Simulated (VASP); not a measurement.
# W3C in VASP: a series of runs

The runs below take W3C through single point, with LDA.

Everything below comes from runs of VASP 6.6.1. Logs are shortened: lines on timing, memory, paths and dates and some standing lists are left out, and cuts for length are marked.

### Step 1. The cell of the first run

The cell holds a slab with vacuum, 4 atoms: a = 2.809 Å, b = 2.809 Å, c = 19.357 Å, α = 90.00°, β = 90.00°, γ = 90.00°.

### Step 2. Single point, LDA

Input file INCAR:

```
PREC = Accurate
ENCUT = 520
EDIFF = 1E-7
ISMEAR = 0
SIGMA = 0.1
LREAL = F
LASPH = T
NELM = 80
ALGO = Normal
ISIF = 2
LWAVE = F
LCHARG = F
LDIPOL = T
IDIPOL = 3
DIPOL = 0.5 0.5 0.347
GGA = CA
NBANDS = 31
```

Input file KPOINTS:

```
Automatic mesh
0
Gamma
  9 9 1
```

Input file POSCAR:

```
W3C
1.0
    2.8093052381      0.0000000000      0.0000000000
    0.0000000000      2.8093052381      0.0000000000
    0.0000000000      0.0000000000     19.3572602846
W C
3 1
Direct
    0.5000000000      0.5000000000      0.2066408129
    0.0000000000      0.0000000000      0.3062710168
    0.5000000000      0.5000000000      0.4059076630
    0.8333333333      0.8333333333      0.4682027649
```

Potentials or basis: VASP PAW LDA potentials, release 64 (W_sv, C).

On the command line:

```bash
$ cat potpaw_LDA.64/W_sv/POTCAR potpaw_LDA.64/C/POTCAR > POTCAR
$ mpirun -np 1 vasp_std > vasp.out
```

OUTCAR:

```text
PREC = Accurate
   ENCUT = 520
   EDIFF = 1E-7
   ISMEAR = 0
   LREAL = F
   LASPH = T
   NELM = 80
   ISIF = 2
   GGA = CA

 ion  position               nearest neighbor table
   1  0.500  0.500  0.207-   2 2.77   2 2.77   2 2.77   2 2.77
   2  0.000  0.000  0.306-   1 2.77   1 2.77   1 2.77   1 2.77   3 2.77   3 2.77   3 2.77   3 2.77

   3  0.500  0.500  0.406-   4 1.79   4 2.42   4 2.42   2 2.77   2 2.77   2 2.77   2 2.77
   4  0.833  0.833  0.468-   3 1.79   3 2.42   3 2.42

  LATTYP: Found a simple tetragonal cell.
 ALAT       =     2.8093052381
 C/A-ratio  =     6.8904083551

  Lattice vectors:

 A1 = (   2.8093052381,   0.0000000000,   0.0000000000)
 A2 = (   0.0000000000,   2.8093052381,   0.0000000000)
 A3 = (   0.0000000000,   0.0000000000,  19.3572602846)

Analysis of symmetry for initial positions (statically):
=====================================================================
 Subroutine PRICEL returns:
 Original cell was already a primitive cell.

 Routine SETGRP: Setting up the symmetry group for a
 simple tetragonal supercell.

 Subroutine GETGRP returns: Found  2 space group operations
 (whereof  2 operations were pure point group operations)
 out of a pool of 16 trial point group operations.

The static configuration has the point symmetry C_1h.

Analysis of symmetry for dynamics (positions and initial velocities):
=====================================================================
 Subroutine PRICEL returns:
 Original cell was already a primitive cell.

 Routine SETGRP: Setting up the symmetry group for a
 simple tetragonal supercell.

 Subroutine GETGRP returns: Found  2 space group operations
 (whereof  2 operations were pure point group operations)
 out of a pool of 16 trial point group operations.

The dynamic configuration has the point symmetry C_1h.

 Subroutine INISYM returns: Found  2 space group operations
 (whereof  2 operations are pure point group operations),
 and found     1 'primitive' translations

----------------------------------------------------------------------------------------

                                     Primitive cell

  volume of cell :     152.7713

  direct lattice vectors                    reciprocal lattice vectors
     2.809305238  0.000000000  0.000000000     0.355959896  0.000000000  0.000000000
     0.000000000  2.809305238  0.000000000     0.000000000  0.355959896  0.000000000
     0.000000000  0.000000000 19.357260285     0.000000000  0.000000000  0.051660203

  length of vectors
     2.809305238  2.809305238 19.357260285     0.355959896  0.355959896  0.051660203

  position of ions in fractional coordinates (direct lattice)
     0.500000000  0.500000000  0.206640813
     0.000000000  0.000000000  0.306271017
     0.500000000  0.500000000  0.405907663
     0.833333333  0.833333333  0.468202765

  ion indices of the primitive-cell ions
   primitive index   ion index
                 1           1
                 2           2
                 3           3
                 4           4

----------------------------------------------------------------------------------------

 KPOINTS: Automatic mesh

Automatic generation of k-mesh.
 Grid dimensions read from file:
 generate k-points for:    9    9    1

 Generating k-lattice:

  Cartesian coordinates                     Fractional coordinates (reciprocal lattice)
     0.039551100  0.000000000  0.000000000     0.111111111  0.000000000  0.000000000
     0.000000000  0.039551100  0.000000000     0.000000000  0.111111111  0.000000000
     0.000000000  0.000000000  0.051660203     0.000000000  0.000000000  1.000000000

  Length of vectors
     0.039551100  0.039551100  0.051660203

  Shift w.r.t. Gamma in fractional coordinates (k-lattice)
     0.000000000  0.000000000  0.000000000

 Subroutine IBZKPT returns following result:
 ===========================================

 Found     25 irreducible k-points:

 Following reciprocal coordinates:
            Coordinates               Weight
  0.000000  0.000000  0.000000      1.000000
  0.111111  0.000000  0.000000      4.000000
  0.222222  0.000000  0.000000      4.000000
  0.333333  0.000000  0.000000      4.000000
  0.444444  0.000000  0.000000      4.000000
  0.111111  0.111111  0.000000      2.000000
[... 16 lines left out ...]
 -0.333333  0.444444  0.000000      4.000000
  0.444444  0.444444  0.000000      2.000000
   k-points           NKPTS =     25   k-points in BZ     NKDIM =     25   number of bands    NBANDS=     31
   number of dos      NEDOS =    301   number of ions     NIONS =      4
   total plane-waves  NPLWV =  82944
   dimension x,y,z NGX =    24 NGY =   24 NGZ =  144
   dimension x,y,z NGXF=    48 NGYF=   48 NGZF=  288
   ions per type =               3   1
   NGX,Y,Z   is equivalent  to a cutoff of  14.20, 14.20, 12.37 a.u.
   NGXF,Y,Z  is equivalent  to a cutoff of  28.40, 28.40, 24.73 a.u.
 SYSTEM =  unknown system
   PREC   = accura    normal or accurate (medium, high low for compatibility)
   ISTART =      0    job   : 0-new  1-cont  2-samecut
   ICHARG =      2    charge: 1-file 2-atom 10-const
   ISPIN  =      1    spin polarized calculation?
   LNONCOLLINEAR =      F non collinear calculations
   LSORBIT =      F    spin-orbit coupling
   LASPH  =      T    aspherical Exc in radial PAW
   ENCUT  =  520.0 eV  38.22 Ry    6.18 a.u.   5.22  5.22 35.99*2*pi/ulx,y,z
   NELM   =     80;   NELMIN=  2; NELMDL= -5     # of ELM steps
   EDIFF  = 0.1E-06   stopping-criterion for ELM
   LREAL  =      F    real-space projection
   EDIFFG = 0.1E-05   stopping-criterion for IOM
   NSW    =      0    number of steps for IOM
   IBRION =     -1    ionic relax: 0-MD 1-quasi-New 2-CG
   NFREE  =      0    steps in history (QN), initial steepest desc. (CG)
   ISIF   =      2    stress and relaxation
   ISYM   =      2    0-nonsym 1-usesym 2-fastsym
   POTIM  = 0.5000    time-step for ionic-motion
   TEBEG  =    0.0;   TEEND  =   0.0 temperature during run
   PSTRESS=    0.0 pullay stress
   NELECT =      46.0000    total number of electrons
   NUPDOWN=      -1.0000    fix difference up-down
   EMIN   =  10.00;   EMAX   =-10.00  energy-range for DOS
   EFERMI =   0.00;   METHOD = LEGACY
   ISMEAR =     0;   SIGMA  =   0.10  broadening in eV -4-tet -1-fermi 0-gaus
   EFERMI_NEDOS =   21; number of points for ismear=-14 and -15
   IALGO  =     38    algorithm
   IMIX   =      4    mixing-type and parameters
     AMIX     =   0.40;   BMIX     =  1.00
     AMIX_MAG =   1.60;   BMIX_MAG =  1.00
  volume/ion in A,a.u.               =      38.19       257.74
  Fermi-wavevector in a.u.,A,eV,Ry     =   1.097270  2.073540 16.381436  1.204002
  Thomas-Fermi vector in A             =   2.233627
   LORBIT       =      0    0 simple, 1 ext, 2 COOP (PROOUT), +10 PAW based schemes
   GGA     = CA    functional components
   LHFCALC =     F    Hartree Fock is set to
   AEXX    =    0.0000 exact exchange contribution
   IVDW    =     0    specifies the selected vdW correction
   LEPSILON=     F    determine dielectric tensor
   LRPA    =     F    only Hartree local field effects (RPA)
 non-spin polarized calculation
 Gauss-broadening in eV      SIGMA  =   0.10
  energy-cutoff  :      520.00
  volume of cell :      152.77
 maximum number of plane-waves:      4159
 NGX is ok and might be reduce to    24
   NGX = 11   NGY = 11   NGZ = 71

 dipolmoment           0.000000      0.000000     -0.003972 electrons x Angstroem

 number of electron      46.0000006 magnetization

 dipolmoment           0.000000      0.000000      0.069251 electrons x Angstroem

 Free energy of the ion-electron system (eV)
  ---------------------------------------------------
  ext. energy  EPLUGINS =         0.00000000
  ---------------------------------------------------
  free energy    TOTEN  =       -45.46419734 eV

  energy without entropy =      -45.44139326  energy(sigma->0) =      -45.45279530

 E-fermi :   0.1594     XC(G=0):  -5.8510

 val. band max:        0.1545115764   @ k =  -0.2222   0.2222   0.0000
 cond. band min:       0.1745370517   @ k =   0.3333   0.2222   0.0000
 fundamental gap:      0.0200254753
 Fermi energy:         0.1594092596

 k-point     1 :       0.0000    0.0000    0.0000
  band No.  band energies     occupation
      1     -73.1842      2.00000
      2     -73.0291      2.00000
      3     -72.8654      2.00000
      4     -38.1086      2.00000
      5     -37.7326      2.00000
      6     -37.4466      2.00000
[... 23 lines left out ...]
     30       3.8441      0.00000
     31       4.1319      0.00000

 k-point     2 :       0.1111    0.0000    0.0000
  band No.  band energies     occupation
      1     -73.1778      2.00000
      2     -73.0219      2.00000
      3     -72.8631      2.00000
      4     -38.0864      2.00000
      5     -37.7671      2.00000
      6     -37.5010      2.00000
[... 23 lines left out ...]
     30       3.8608      0.00000
     31       4.2595      0.00000

 k-point     3 :       0.2222    0.0000    0.0000
  band No.  band energies     occupation
      1     -73.1615      2.00000
      2     -73.0030      2.00000
      3     -72.8575      2.00000
      4     -38.0586      2.00000
      5     -37.8749      2.00000
      6     -37.6873      2.00000
[... 23 lines left out ...]
     30       3.6723      0.00000
     31       4.2956      0.00000

 k-point     4 :       0.3333    0.0000    0.0000
  band No.  band energies     occupation
      1     -73.1431      2.00000
      2     -72.9805      2.00000
      3     -72.8523      2.00000
      4     -38.1544      2.00000
      5     -38.0186      2.00000
      6     -37.8503      2.00000
[... 23 lines left out ...]
     30       4.1690      0.00000
     31       4.5550      0.00000

 k-point     5 :       0.4444    0.0000    0.0000
  band No.  band energies     occupation
      1     -73.1311      2.00000
      2     -72.9649      2.00000
      3     -72.8498      2.00000
      4     -38.2738      2.00000
      5     -38.1329      2.00000
      6     -37.9886      2.00000
[... 23 lines left out ...]
     30       4.4657      0.00000
     31       4.6690      0.00000
[... 542 lines left out ...]
     30       4.5638      0.00000
     31       6.0583      0.00000

 k-point    22 :       0.4444    0.3333    0.0000
  band No.  band energies     occupation
      1     -73.0982      2.00000
      2     -72.9295      2.00000
      3     -72.8169      2.00000
      4     -38.1581      2.00000
      5     -38.0300      2.00000
      6     -37.9818      2.00000
[... 23 lines left out ...]
     30       5.4932      0.00000
     31       6.0951      0.00000

 k-point    23 :      -0.3333    0.4444    0.0000
  band No.  band energies     occupation
      1     -73.0982      2.00000
      2     -72.9295      2.00000
      3     -72.8169      2.00000
      4     -38.1577      2.00000
      5     -38.0248      2.00000
      6     -37.9733      2.00000
[... 23 lines left out ...]
     30       5.4209      0.00000
     31       6.5885      0.00000

 k-point    24 :       0.4444    0.4444    0.0000
  band No.  band energies     occupation
      1     -73.0885      2.00000
      2     -72.9191      2.00000
      3     -72.8072      2.00000
      4     -38.2109      2.00000
      5     -38.0869      2.00000
      6     -37.9553      2.00000
[... 23 lines left out ...]
     30       5.7916      0.00000
     31       6.2391      0.00000

 [... further k-points ...]

------------------------ aborting loop because EDIFF is reached ----------------------------------------

 vacuum level on the upper side and lower side of the slab       (xc-potential included)         0.761        -0.872

  FORCE on cell =-STRESS in cart. coord.  units (eV):
  Direction    XX          YY          ZZ          XY          YZ          ZX
  --------------------------------------------------------------------------------------
  -------------------------------------------------------------------------------------
  Total       -0.6513479     -0.6513479      2.8323832      2.4204953      2.0999180      2.0999188
  in kB       -6.8309613     -6.8309613     29.7044045     25.3847611     22.0227309     22.0227397
  external PRESSURE =       5.3474940 kB  Pullay stress =       0.0000000 kB

 VOLUME and BASIS-vectors are now :
 -----------------------------------------------------------------------------
  energy-cutoff  :      520.00
  volume of cell :      152.77
      direct lattice vectors                 reciprocal lattice vectors
     2.809305238  0.000000000  0.000000000     0.355959896  0.000000000  0.000000000
     0.000000000  2.809305238  0.000000000     0.000000000  0.355959896  0.000000000
     0.000000000  0.000000000 19.357260285     0.000000000  0.000000000  0.051660203

 POSITION                                       TOTAL-FORCE (eV/Angst)
 -----------------------------------------------------------------------------------
      1.40465      1.40465      4.00000         0.112417      0.112417     -0.313552
      0.00000      0.00000      5.92857         0.049248      0.049248     -0.765988
      1.40465      1.40465      7.85726        -2.342083     -2.342083      0.927796
      2.34109      2.34109      9.06312         2.180419      2.180419      0.151744
 -----------------------------------------------------------------------------------
    total drift:                               -0.000021     -0.000021      0.000015

  FREE ENERGIE OF THE ION-ELECTRON SYSTEM (eV)
  ---------------------------------------------------
  free  energy   TOTEN  =       -45.4641973371 eV

  energy  without entropy=      -45.4413932595  energy(sigma->0) =      -45.45279530

 vacuum level on the upper side and lower side of the slab         6.447         4.826
```

Wall time 1.7 min (1 thread of Intel Xeon 6975P-C (Granite Rapids), shared host); peak memory 0.27 GiB.

What came out:

| Quantity | Value |
| --- | --- |
| Free energy | -45.4642 eV |
| Largest force | 3.440 eV/Å |
| Band gap on the k mesh | zero (bands 23 and 24 overlap by 1.30 eV) |

Forces in eV/Å, atoms in the order of the input:
```
W    0.112  0.112 -0.314
W    0.049  0.049 -0.766
W   -2.342 -2.342  0.928
C    2.180  2.180  0.152
```

Caveat: spin-orbit coupling is left out, which moves the levels of the heavy elements.

### Step 3. Single point, LDA

Input file INCAR:

```
PREC = Accurate
ENCUT = 520
EDIFF = 1E-6
ISMEAR = 0
SIGMA = 0.1
LREAL = F
LASPH = T
NELM = 60
ALGO = Normal
ISIF = 2
LWAVE = F
LCHARG = T
LDIPOL = T
IDIPOL = 3
DIPOL = 0.5 0.5 0.353
LELF = T
LVHAR = T
LVACPOTAV = T
NBANDS = 31
```

KPOINTS is that of step 2.

POSCAR: that of step 2 with these lines changed.

```diff
@@ -11,2 +11,2 @@
     0.5000000000      0.5000000000      0.4059076630
-    0.8333333333      0.8333333333      0.4682027649
+    0.6666666667      0.6666666667      0.4931663564
```

Potentials or basis: VASP PAW LDA potentials, release 64 (W_sv, C).

On the command line:

```bash
$ cat potpaw_LDA.64/W_sv/POTCAR potpaw_LDA.64/C/POTCAR > POTCAR
$ mpirun -np 1 vasp_std > vasp.out
```

Wall time 1.9 min (1 thread of Intel Xeon 6975P-C (Granite Rapids), shared host); peak memory 0.28 GiB.

Results (log left out):

| Quantity | Value |
| --- | --- |
| Free energy | -44.4071 eV |
| Largest force | 1.626 eV/Å |
| Band gap on the k mesh | zero (bands 23 and 24 overlap by 0.95 eV) |

Forces in eV/Å, atoms in the order of the input:
```
W    0.052  0.052 -0.106
W   -0.013 -0.013 -0.381
W   -1.128 -1.128  0.314
C    1.089  1.089  0.173
```

Levels at points of the mesh, in eV from the Fermi level:
```
           k point  band 19  band 20  band 21  band 22  band 23  band 24  band 25  band 26  band 27  band 28
(0.00, 0.00, 0.00)    -1.53    -1.32    -0.74    -0.16     0.06     0.96     1.41     1.82     2.68     2.89
```

Caveat: spin-orbit coupling is left out, which moves the levels of the heavy elements.

The gap in the log of VASP goes by the Fermi energy; the results here count the filled bands.